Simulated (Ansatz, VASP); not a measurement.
**Two plane-wave programs on MgCd2SO2**

Contents of INCAR:

```
ALGO = Normal
EDIFF = 1E-6
ENCUT = 520
GGA = PE
ISIF = 2
ISMEAR = 0
ISPIN = 2
LASPH = True
LCHARG = False
LORBIT = 11
LREAL = False
LWAVE = False
MAGMOM = 0 0 0 0 1 1
NBANDS = 35
NELM = 150
PREC = Accurate
SIGMA = 0.1
```

The input KPOINTS:

```
k-points
0
Gamma
  4 4 4
```

Contents of POSCAR:

```
MgCd2SO2
1.0
    4.2778421351      0.0000000000      0.0000000000
    0.0000000000      4.2778421351      0.0000000000
    0.0000000000      0.0000000000      5.4363105813
Mg Cd S O
1 2 1 2
Direct
    0.0000000000      0.0000000000      0.5000000000
    0.5000000000      0.5000000000      0.7461765918
    0.5000000000      0.5000000000      0.2538234082
    0.0000000000      0.0000000000      0.0000000000
    0.5000000000      0.0000000000      0.0000000000
    0.0000000000      0.5000000000      0.0000000000
```

Input for Ansatz:

```yaml
crystal:
  lattice:
    - [4.2778421351, 0.0, 0.0]
    - [0.0, 4.2778421351, 0.0]
    - [0.0, 0.0, 5.4363105813]
  atoms:
    - { symbol: Mg, position: [0.0, 0.0, 0.5] }
    - { symbol: Cd, position: [0.5, 0.5, 0.7461765918] }
    - { symbol: Cd, position: [0.5, 0.5, 0.2538234082] }
    - { symbol: S, position: [0.0, 0.0, 0.0] }
    - { symbol: O, position: [0.5, 0.0, 0.0], spin: 1.0 }
    - { symbol: O, position: [0.0, 0.5, 0.0], spin: 1.0 }
basis:
  ecutwfc: 420
kpoints:
  mp_grid: { grid: [4, 4, 4] }
hamiltonian:
  xc: pbe
scf:
  occupations: { method: gaussian, width: 0.1 }
  lower_state_search: "off"
output:
  forces: true
  stress: true
  eigenvalues: true
  populations: true
magnetization:
  spin_polarized: true
```

Change from the starting cell: species swapped into the PrSi2Mo2C type (P4/mmm, No. 123).

Alike in both runs: task single point; functional PBE; k mesh 4 × 4 × 4; occupations gaussian, width 0.1 eV; collinear spin.

```csv
,VASP,Ansatz
version,VASP 6.6.1,Ansatz 0.2.0
potentials or method,"VASP PAW PBE potentials, release 64 (Mg, Cd, S, O), cutoff 520 eV","scalar-relativistic, plane waves, PAW"
valence electrons in the cell,44,68
```

VASP gave:

```
gap on the k mesh at the Fermi level (eV)                     : none
pressure (GPa)                                                : 0.3
traceless stress, the component that is largest in VASP (GPa) : 0.15
rms of the force components (eV/Å)                            : 0.010
net moment per atom (μB)                                      : 0.00
```

What did Ansatz give for the same quantities?

gap on the k mesh at the Fermi level (eV): none; pressure (GPa): 0.1; traceless stress, the component that is largest in VASP (GPa): 0.01; rms of the force components (eV/Å): 0.003; net moment per atom (μB): 0.00.

Atom by atom the forces differ by 0.013 eV/Å (rms over components). A gap of «none» marks a metal or a gap that the smearing closes. The functional is the same, so the differences come from potentials, cutoffs and numerics. VASP's potentials hold 44 valence electrons a cell and Ansatz's 68, so a difference there can come from the potentials and not from the codes. Ansatz's warnings: seeded moment not kept.

The k mesh is coarse, so the values compare programs but aren't converged.
